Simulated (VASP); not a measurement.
# SnO (Pmmn) in VASP: notebook

Runs on SnO. Level: PBE. Tasks: single point.

All numbers are computed with VASP 6.6.1; they aren't measurements. Logs are shortened: lines on timing, memory, paths and dates and some standing lists are left out, and cuts for length are marked.

### 1 The cell of the first run

Symmetry: Pmmn, No. 59, orthorhombic system. Conventional cell: a = 3.667 Å, b = 4.100 Å, c = 5.097 Å, α = 90.00°, β = 90.00°, γ = 90.00°. Within 2.9 Å of Sn (site symmetry mm2) lie 4 O at 2.22 to 2.30 Å. Within 2.9 Å of O (site symmetry mm2) lie 4 Sn at 2.22 to 2.30 Å and 4 O at 2.76 Å.

### 2 Single point, PBE

Contents of INCAR:

```
SYSTEM = SnO
ALGO = Normal
EDIFF = 1E-6
ENCUT = 520
GGA = PE
ISIF = 2
ISMEAR = 0
LASPH = .True.
LCHARG = .False.
LREAL = .False.
LWAVE = .False.
NBANDS = 28
NELM = 80
PREC = Accurate
SIGMA = 0.01
```

Contents of KPOINTS:

```
k-points
0
Gamma
  10 10 8
  0 0 0
```

Contents of POSCAR:

```
SnO
1.0
    4.1003585939      0.0000000000      0.0000000000
    0.0000000000      3.6673000036      0.0000000000
    0.0000000000      0.0000000000      5.0972313778
Sn O
2 2
Direct
    0.0000000000      0.5000000000      0.2259300997
    0.5000000000      0.0000000000      0.7740699003
    0.5000000000      0.5000000000      0.0201824008
    0.0000000000      0.0000000000     -0.0201824008
```

Potentials or basis: VASP PAW PBE potentials, release 64 (Sn_d, O).

Command:

```bash
> cat potpaw_PBE.64/Sn_d/POTCAR potpaw_PBE.64/O/POTCAR > POTCAR
> mpirun -np 1 vasp_std > vasp.out
```

OUTCAR:

```text
SYSTEM = SnO
   EDIFF = 1E-6
   ENCUT = 520
   GGA = PE
   ISIF = 2
   ISMEAR = 0
   LASPH = .True.
   LREAL = .False.
   NELM = 80
   PREC = Accurate

 ion  position               nearest neighbor table
   1  0.000  0.500  0.226-   4 2.22   4 2.22   3 2.30   3 2.30   2 3.59   2 3.59   2 3.59   2 3.59

   2  0.500  0.000  0.774-   3 2.22   3 2.22   4 2.30   4 2.30   1 3.59   1 3.59   1 3.59   1 3.59

   3  0.500  0.500  0.020-   2 2.22   2 2.22   1 2.30   1 2.30
   4  0.000  0.000  0.980-   1 2.22   1 2.22   2 2.30   2 2.30

  LATTYP: Found a simple orthorhombic cell.
 ALAT       =     3.6673000036
 B/A-ratio  =     1.1180864914
 C/A-ratio  =     1.3899139347

  Lattice vectors:

 A1 = (   0.0000000000,  -3.6673000036,   0.0000000000)
 A2 = (   4.1003585939,   0.0000000000,   0.0000000000)
 A3 = (   0.0000000000,   0.0000000000,   5.0972313778)

Analysis of symmetry for initial positions (statically):
=====================================================================
 Subroutine PRICEL returns:
 Original cell was already a primitive cell.

 Routine SETGRP: Setting up the symmetry group for a
 simple orthorhombic supercell.

 Subroutine GETGRP returns: Found  8 space group operations
 (whereof  4 operations were pure point group operations)
 out of a pool of  8 trial point group operations.

The static configuration has the point symmetry C_2v.
 The point group associated with its full space group is D_2h.

Analysis of symmetry for dynamics (positions and initial velocities):
=====================================================================
 Subroutine PRICEL returns:
 Original cell was already a primitive cell.

 Routine SETGRP: Setting up the symmetry group for a
 simple orthorhombic supercell.

 Subroutine GETGRP returns: Found  8 space group operations
 (whereof  4 operations were pure point group operations)
 out of a pool of  8 trial point group operations.

The dynamic configuration has the point symmetry C_2v.
 The point group associated with its full space group is D_2h.

 Subroutine INISYM returns: Found  8 space group operations
 (whereof  4 operations are pure point group operations),
 and found     1 'primitive' translations

----------------------------------------------------------------------------------------

                                     Primitive cell

  volume of cell :      76.6483

  direct lattice vectors                    reciprocal lattice vectors
     4.100358594  0.000000000  0.000000000     0.243881109  0.000000000  0.000000000
     0.000000000  3.667300004  0.000000000     0.000000000  0.272680173  0.000000000
     0.000000000  0.000000000  5.097231378     0.000000000  0.000000000  0.196184934

  length of vectors
     4.100358594  3.667300004  5.097231378     0.243881109  0.272680173  0.196184934

  position of ions in fractional coordinates (direct lattice)
     0.000000000  0.500000000  0.225930100
     0.500000000  0.000000000  0.774069900
     0.500000000  0.500000000  0.020182401
     0.000000000  0.000000000  0.979817599

  ion indices of the primitive-cell ions
   primitive index   ion index
                 1           1
                 2           2
                 3           3
                 4           4

----------------------------------------------------------------------------------------

 KPOINTS: k-points

Automatic generation of k-mesh.
 Grid dimensions read from file:
 generate k-points for:   10   10    8

 Generating k-lattice:

  Cartesian coordinates                     Fractional coordinates (reciprocal lattice)
     0.024388111  0.000000000  0.000000000     0.100000000  0.000000000  0.000000000
     0.000000000  0.027268017  0.000000000     0.000000000  0.100000000  0.000000000
     0.000000000  0.000000000  0.024523117     0.000000000  0.000000000  0.125000000

  Length of vectors
     0.024388111  0.027268017  0.024523117

  Shift w.r.t. Gamma in fractional coordinates (k-lattice)
     0.000000000  0.000000000  0.000000000

 Subroutine IBZKPT returns following result:
 ===========================================

 Found    180 irreducible k-points:

 Following reciprocal coordinates:
            Coordinates               Weight
  0.000000  0.000000  0.000000      1.000000
  0.100000  0.000000  0.000000      2.000000
  0.200000  0.000000  0.000000      2.000000
  0.300000  0.000000  0.000000      2.000000
  0.400000  0.000000  0.000000      2.000000
  0.500000  0.000000  0.000000      1.000000
[... 16 lines left out ...]
  0.400000  0.300000  0.000000      4.000000
  0.500000  0.300000  0.000000      2.000000
 [... further k-points ...]
   k-points           NKPTS =    180   k-points in BZ     NKDIM =    180   number of bands    NBANDS=     28
   number of dos      NEDOS =    301   number of ions     NIONS =      4
   total plane-waves  NPLWV =  33600
   dimension x,y,z NGX =    30 NGY =   28 NGZ =   40
   dimension x,y,z NGXF=    60 NGYF=   56 NGZF=   80
[... 55 lines left out ...]
  ext. energy  EPLUGINS =         0.00000000
  ---------------------------------------------------
  free energy    TOTEN  =       -22.71155098 eV

  energy without entropy =      -22.71155098  energy(sigma->0) =      -22.71155098

 E-fermi :   6.0896     XC(G=0):  -9.7630

 val. band max:        5.9534639026   @ k =   0.0000   0.2000   0.0000
 cond. band min:       6.5420716418   @ k =   0.5000   0.5000   0.0000
 fundamental gap:      0.5886077392
 Fermi energy:         6.0895634979

 k-point     1 :       0.0000    0.0000    0.0000
  band No.  band energies     occupation
      1     -15.7317      2.00000
      2     -15.3838      2.00000
      3     -15.3654      2.00000
      4     -15.3577      2.00000
      5     -15.3378      2.00000
      6     -15.3220      2.00000
[... 20 lines left out ...]
     27      12.8932      0.00000
     28      13.9729      0.00000

 k-point     2 :       0.1000    0.0000    0.0000
  band No.  band energies     occupation
      1     -15.7248      2.00000
      2     -15.3875      2.00000
      3     -15.3636      2.00000
      4     -15.3569      2.00000
      5     -15.3385      2.00000
      6     -15.3198      2.00000
[... 20 lines left out ...]
     27      13.3244      0.00000
     28      14.1790      0.00000

 k-point     3 :       0.2000    0.0000    0.0000
  band No.  band energies     occupation
      1     -15.7049      2.00000
      2     -15.4085      2.00000
      3     -15.3585      2.00000
      4     -15.3548      2.00000
      5     -15.3403      2.00000
      6     -15.3130      2.00000
[... 20 lines left out ...]
     27      13.8237      0.00000
     28      15.0569      0.00000

 k-point     4 :       0.3000    0.0000    0.0000
  band No.  band energies     occupation
      1     -15.6734      2.00000
      2     -15.4581      2.00000
      3     -15.3520      2.00000
      4     -15.3511      2.00000
      5     -15.3426      2.00000
      6     -15.3248      2.00000
[... 20 lines left out ...]
     27      14.1442      0.00000
     28      16.2184      0.00000

 k-point     5 :       0.4000    0.0000    0.0000
  band No.  band energies     occupation
      1     -15.6316      2.00000
      2     -15.5204      2.00000
      3     -15.3494      2.00000
      4     -15.3450      2.00000
      5     -15.3431      2.00000
      6     -15.3304      2.00000
[... 20 lines left out ...]
     27      14.4902      0.00000
     28      15.8698      0.00000

 k-point     6 :       0.5000    0.0000    0.0000
  band No.  band energies     occupation
      1     -15.5801      2.00000
      2     -15.5801      2.00000
      3     -15.3471      2.00000
      4     -15.3471      2.00000
      5     -15.3360      2.00000
      6     -15.3360      2.00000
[... 463 lines left out ...]
      5     -15.3431      2.00000
      6     -15.3383      2.00000
[... 20 lines left out ...]
     27      14.1105      0.00000
     28      14.2787      0.00000

 k-point    22 :       0.3000    0.3000    0.0000
  band No.  band energies     occupation
      1     -15.6772      2.00000
      2     -15.5679      2.00000
      3     -15.3529      2.00000
      4     -15.3474      2.00000
      5     -15.3443      2.00000
      6     -15.3373      2.00000
[... 20 lines left out ...]
     27      13.4990      0.00000
     28      14.2092      0.00000

 k-point    23 :       0.4000    0.3000    0.0000
  band No.  band energies     occupation
      1     -15.6582      2.00000
      2     -15.6026      2.00000
      3     -15.3478      2.00000
      4     -15.3467      2.00000
      5     -15.3445      2.00000
      6     -15.3355      2.00000
[... 20 lines left out ...]
     27      13.4411      0.00000
     28      13.8554      0.00000

 k-point    24 :       0.5000    0.3000    0.0000
  band No.  band energies     occupation
      1     -15.6334      2.00000
      2     -15.6334      2.00000
      3     -15.3479      2.00000
      4     -15.3479      2.00000
      5     -15.3378      2.00000
      6     -15.3378      2.00000
[... 20 lines left out ...]
     27      13.6042      0.00000
     28      13.6042      0.00000

 [... further k-points ...]
[... 5 lines left out ...]
  --------------------------------------------------------------------------------------
  -------------------------------------------------------------------------------------
  Total       -0.5079431      0.1035081      0.1026039      0.0000000      0.0000000      0.0000000
  in kB      -10.6175191      2.1636271      2.1447255      0.0000000      0.0000000      0.0000000
  external PRESSURE =      -2.1030555 kB  Pullay stress =       0.0000000 kB

 VOLUME and BASIS-vectors are now :
 -----------------------------------------------------------------------------
  energy-cutoff  :      520.00
  volume of cell :       76.65
      direct lattice vectors                 reciprocal lattice vectors
     4.100358594  0.000000000  0.000000000     0.243881109  0.000000000  0.000000000
     0.000000000  3.667300004  0.000000000     0.000000000  0.272680173  0.000000000
     0.000000000  0.000000000  5.097231378     0.000000000  0.000000000  0.196184934

 POSITION                                       TOTAL-FORCE (eV/Angst)
 -----------------------------------------------------------------------------------
      0.00000      1.83365      1.15162         0.000000      0.000000      0.077309
      2.05018      0.00000      3.94561         0.000000      0.000000     -0.077309
      2.05018      1.83365      0.10287         0.000000      0.000000      0.016175
      0.00000      0.00000      4.99436         0.000000      0.000000     -0.016175
 -----------------------------------------------------------------------------------
    total drift:                                0.000000     -0.000000     -0.000000

  FREE ENERGIE OF THE ION-ELECTRON SYSTEM (eV)
  ---------------------------------------------------
  free  energy   TOTEN  =       -22.7115509763 eV

  energy  without entropy=      -22.7115509763  energy(sigma->0) =      -22.71155098
```

It took 2 min on 1 thread of Intel Xeon 6975P-C (Granite Rapids), shared host; peak memory 0.4 GiB.

What came out:

- Free energy: -22.7116 eV
- Pressure: -0.2 GPa
- Largest force: 0.077 eV/Å
- Band gap on the k mesh: 0.59 eV (least direct gap 2.06 eV)

Forces on the atoms (eV/Å):
```
Sn   0.000  0.000  0.077
Sn   0.000  0.000 -0.077
O    0.000  0.000  0.016
O    0.000  0.000 -0.016
```

Caveat: semilocal functionals underestimate gaps, and a narrow one can read as zero; spin-orbit coupling is left out, which moves the levels of the heavy elements. A k mesh can miss the band edges.

### 3 Single point, PBE (uniaxial strain along a: +4.0 %, then relaxed in part)

Contents of INCAR:

```
ALGO = Normal
EDIFF = 1E-6
ENCUT = 520
GGA = PE
ISIF = 2
ISMEAR = 0
LASPH = True
LCHARG = False
LREAL = False
LWAVE = False
NBANDS = 28
NELM = 60
PREC = Accurate
SIGMA = 0.01
```

Contents of KPOINTS:

```
k-points
0
Gamma
  10 10 8
```

Contents of POSCAR:

```
SnO
1.0
    4.0229933374      0.0000000000      0.0000000000
    0.0000000000      3.7307297782      0.0000000000
    0.0000000000      0.0000000000      5.0824455426
Sn O
2 2
Direct
    0.0000000000      0.5000000000      0.2272965625
    0.5000000000      0.0000000000      0.7727034375
    0.5000000000      0.5000000000      0.0138044462
    0.0000000000      0.0000000000     -0.0138044462
```

Potentials or basis: VASP PAW PBE potentials, release 64 (Sn_d, O).

Command:

```bash
> cat potpaw_PBE.64/Sn_d/POTCAR potpaw_PBE.64/O/POTCAR > POTCAR
> mpirun -np 1 vasp_std > vasp.out
```

Wall time 6 min (1 thread of Oxide Virtual Turin-like, shared host); peak memory 0.37 GiB.

Results (log left out):

```
Free energy            : -22.7201 eV
Pressure               : 0.0 GPa
Largest force          : 0.077 eV/Å
Band gap on the k mesh : 0.54 eV (least direct gap 1.98 eV)
```

Forces on the atoms (eV/Å):
```
Sn   0.000  0.000  0.077
Sn   0.000  0.000 -0.077
O    0.000  0.000  0.011
O    0.000  0.000 -0.011
```

Stress tensor (GPa, compression positive):
```
-0.55  0.00  0.00
 0.00  0.21  0.00
 0.00  0.00  0.21
```

Levels at points of the mesh, in eV from the valence-band top:
| k point | band 17 | band 18 | band 19 | band 20 | band 21 | band 22 | band 23 | band 24 |
| --- | --- | --- | --- | --- | --- | --- | --- | --- |
| (0.00, 0.00, 0.00) | -3.17 | -2.91 | -2.82 | -0.04 | 1.94 | 4.04 | 4.49 | 5.17 |
| (0.50, 0.00, 0.00) | -4.31 | -4.31 | -2.39 | -2.39 | 3.25 | 3.25 | 5.38 | 5.38 |
| (0.00, 0.50, 0.00) | -4.54 | -4.54 | -2.18 | -2.18 | 2.77 | 2.77 | 5.76 | 5.76 |
| (0.50, 0.50, 0.00) | -2.27 | -2.27 | -1.68 | -1.68 | 0.54 | 0.54 | 4.61 | 4.61 |
| (0.00, 0.00, 0.50) | -2.99 | -2.92 | -2.85 | -1.89 | 1.76 | 2.90 | 3.72 | 3.89 |
| (0.50, 0.00, 0.50) | -4.29 | -4.29 | -1.55 | -1.55 | 2.40 | 2.40 | 5.84 | 5.84 |
| (0.00, 0.50, 0.50) | -4.51 | -4.51 | -1.48 | -1.48 | 2.51 | 2.51 | 5.39 | 5.39 |
| (0.50, 0.50, 0.50) | -2.43 | -2.43 | -2.12 | -2.12 | 2.61 | 2.61 | 3.73 | 3.73 |

Caveat: the cell differs from its parent crystal (uniaxial strain along a: +4.0 %, then relaxed in part); semilocal functionals underestimate gaps, and a narrow one can read as zero; spin-orbit coupling is left out, which moves the levels of the heavy elements.

### 4 Single point, PBE

This run uses another cell than the first one, of 19.07 Å³/atom.

Contents of INCAR:

```
SYSTEM = SnO
ALGO     = Normal         ! electronic algorithm
EDIFF    = 1E-6           ! SCF threshold, eV
ENCUT    = 520            ! plane-wave cutoff, eV
GGA      = PE             ! functional
ISIF     = 2              ! what is computed and relaxed
ISMEAR   = 0              ! smearing method
LASPH    = .TRUE.         ! aspherical terms in the spheres
LCHARG   = .FALSE.        ! write CHGCAR
LREAL    = .FALSE.        ! projectors in reciprocal space
LWAVE    = .FALSE.        ! write WAVECAR
NBANDS   = 28             ! bands
NELM     = 100            ! most SCF steps
PREC     = Accurate       ! precision mode
SIGMA    = 0.01           ! smearing width, eV
```

Contents of KPOINTS:

```
k-points
0
G
  10 10 8
  0 0 0
```

POSCAR is that of step 3.

Command:

```bash
> cat potpaw_PBE.64/Sn_d/POTCAR potpaw_PBE.64/O/POTCAR > POTCAR
> mpirun -np 1 vasp_std > vasp.out
```

Run time: 4 min. Hardware: 1 thread of Oxide Virtual Turin-like, shared host; peak memory 0.37 GiB.

Results (log left out):

```
Free energy            : -22.7201 eV
Pressure               : 0.0 GPa
Largest force          : 0.077 eV/Å
Band gap on the k mesh : 0.54 eV (least direct gap 1.98 eV)
```

Forces on the atoms (eV/Å):
```
Sn   0.000  0.000  0.077
Sn   0.000  0.000 -0.077
O    0.000  0.000  0.011
O    0.000  0.000 -0.011
```

Stress tensor (GPa, compression positive):
```
-0.55  0.00  0.00
 0.00  0.21  0.00
 0.00  0.00  0.21
```

Levels at points of the mesh, in eV from the valence-band top:
| k point | band 17 | band 18 | band 19 | band 20 | band 21 | band 22 | band 23 | band 24 |
| --- | --- | --- | --- | --- | --- | --- | --- | --- |
| (0.00, 0.00, 0.00) | -3.17 | -2.91 | -2.82 | -0.04 | 1.94 | 4.04 | 4.49 | 5.17 |
| (0.50, 0.00, 0.00) | -4.31 | -4.31 | -2.39 | -2.39 | 3.25 | 3.25 | 5.38 | 5.38 |
| (0.00, 0.50, 0.00) | -4.54 | -4.54 | -2.18 | -2.18 | 2.77 | 2.77 | 5.76 | 5.76 |
| (0.50, 0.50, 0.00) | -2.27 | -2.27 | -1.68 | -1.68 | 0.54 | 0.54 | 4.61 | 4.61 |
| (0.00, 0.00, 0.50) | -2.99 | -2.92 | -2.85 | -1.89 | 1.76 | 2.90 | 3.72 | 3.89 |
| (0.50, 0.00, 0.50) | -4.29 | -4.29 | -1.55 | -1.55 | 2.40 | 2.40 | 5.84 | 5.84 |
| (0.00, 0.50, 0.50) | -4.51 | -4.51 | -1.48 | -1.48 | 2.51 | 2.51 | 5.39 | 5.39 |
| (0.50, 0.50, 0.50) | -2.43 | -2.43 | -2.12 | -2.12 | 2.61 | 2.61 | 3.73 | 3.73 |

Caveat: semilocal functionals underestimate gaps, and a narrow one can read as zero; spin-orbit coupling is left out, which moves the levels of the heavy elements. A k mesh can miss the band edges.

### 5 Single point, PBE (uniaxial strain along a: -6.0 %)

Contents of INCAR:

```
PREC = Accurate
ENCUT = 520
EDIFF = 1E-7
ISMEAR = 0
SIGMA = 0.01
LREAL = False
LASPH = True
NELM = 80
ALGO = Normal
ISIF = 2
LWAVE = False
LCHARG = True
GGA = PE
LELF = True
LVHAR = True
NBANDS = 28
```

Contents of KPOINTS:

```
Automatic mesh
0
Gamma
  10 10 8
```

Contents of POSCAR:

```
SnO
1.0
    3.6361670550      0.0000000000      0.0000000000
    0.0000000000      3.9262867668      0.0000000000
    0.0000000000      0.0000000000      5.1422337960
Sn O
2 2
Direct
    0.0000000000      0.5000000000      0.2275768646
    0.5000000000      0.0000000000      0.7724231354
    0.5000000000      0.5000000000     -0.0140006970
    0.0000000000      0.0000000000      0.0140006970
```

Command:

```bash
> cat potpaw_PBE.64/Sn_d/POTCAR potpaw_PBE.64/O/POTCAR > POTCAR
> mpirun -np 1 vasp_std > vasp.out
```

Wall time 5.7 min (1 thread of Oxide Virtual Turin-like, shared host); peak memory 0.36 GiB.

It converged, with:

| Item | Value |
| --- | --- |
| Free energy | -22.6723 eV |
| Pressure | 3.8 GPa |
| Largest force | 0.396 eV/Å |
| Band gap on the k mesh | 0.33 eV (least direct gap 2.06 eV) |

Forces in eV/Å, atoms in the order of the input:
```
Sn   0.000  0.000  0.396
Sn   0.000  0.000 -0.396
O    0.000  0.000 -0.075
O    0.000  0.000  0.075
```

Stress tensor (GPa, compression positive):
```
5.12 0.00 0.00
0.00 4.36 0.00
0.00 0.00 1.91
```

Levels at points of the mesh, in eV from the valence-band top:
| k point | band 17 | band 18 | band 19 | band 20 | band 21 | band 22 | band 23 | band 24 |
| --- | --- | --- | --- | --- | --- | --- | --- | --- |
| (0.00, 0.00, 0.00) | -3.55 | -3.12 | -3.05 | -0.03 | 2.04 | 3.87 | 4.47 | 5.00 |
| (0.50, 0.00, 0.00) | -4.89 | -4.89 | -2.48 | -2.48 | 2.58 | 2.58 | 5.86 | 5.86 |
| (0.00, 0.50, 0.00) | -4.62 | -4.62 | -2.73 | -2.73 | 3.10 | 3.10 | 5.50 | 5.50 |
| (0.50, 0.50, 0.00) | -2.49 | -2.49 | -1.87 | -1.87 | 0.33 | 0.33 | 4.35 | 4.35 |
| (0.00, 0.00, 0.50) | -3.27 | -3.13 | -3.07 | -2.37 | 1.92 | 2.82 | 3.90 | 3.91 |
| (0.50, 0.00, 0.50) | -4.87 | -4.87 | -1.72 | -1.72 | 2.25 | 2.25 | 5.49 | 5.49 |
| (0.00, 0.50, 0.50) | -4.60 | -4.60 | -1.87 | -1.87 | 2.22 | 2.22 | 5.99 | 5.99 |
| (0.50, 0.50, 0.50) | -2.63 | -2.63 | -2.29 | -2.29 | 2.36 | 2.36 | 3.56 | 3.56 |

Caveat: the cell differs from its parent crystal (uniaxial strain along a: -6.0 %); the cell stands under pressure; semilocal functionals underestimate gaps, and a narrow one can read as zero; spin-orbit coupling is left out, which moves the levels of the heavy elements.

### 6 Overview

| cell | gap on the mesh (eV) | pressure (GPa) | largest force (eV/Å) |
| --- | --- | --- | --- |
| a = 4.100, b = 3.667, c = 5.097 Å, 4 atoms, atomic positions A | 0.59 | -0.2 | 0.08 |
| a = 4.023, b = 3.731, c = 5.082 Å, 4 atoms, atomic positions B | 0.54 | 0.0 | 0.08 |
| a = 3.636, b = 3.926, c = 5.142 Å, 4 atoms, atomic positions C | 0.33 | 3.8 | 0.40 |

Alike in all rows: task single point; level PBE; potentials or basis VASP PAW PBE potentials, release 64 (Sn_d, O); no spin polarisation; k mesh 10 × 10 × 8; cutoff (eV) 520; smearing gaussian 0.01 eV.

Caveats: semilocal functionals underestimate gaps, and a narrow one can read as zero; spin-orbit coupling is left out, which moves the levels of the heavy elements; the cell stands under pressure (at least some runs).

Absolute energies hang on the potentials; compare differences alone.
